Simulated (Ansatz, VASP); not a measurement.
Sn: VASP beside Ansatz

```
CELL_PARAMETERS angstrom
0.00000 2.41052 2.41052
2.41052 0.00000 2.41052
2.41052 2.41052 0.00000
ATOMIC_POSITIONS crystal
Sn 0.00000 0.00000 0.00000
```

Alike in both runs: functional PBE; k mesh 16 × 16 × 16; occupations gaussian, width 0.1 eV; no spin polarisation.

Ansatz relaxed the structure, and its values are those at the end. VASP's run is a single point on that final structure, the one shown.

```csv
,VASP,Ansatz
version,VASP 6.6.1,Ansatz 0.2.0
potentials or method,"VASP PAW PBE potentials, release 64 (Sn_d), cutoff 520 eV","scalar-relativistic, plane waves, PAW"
valence electrons in the cell,14,14
```

```csv
,VASP,Ansatz,Ansatz less VASP
gap on the k mesh at the Fermi level (eV),none,none,-
pressure (GPa),-0.1,0.0,+0.07
```

A gap of «none» marks a metal or a gap that the smearing closes. With one functional, cell and mesh, what is left measures potentials, basis and numerics.
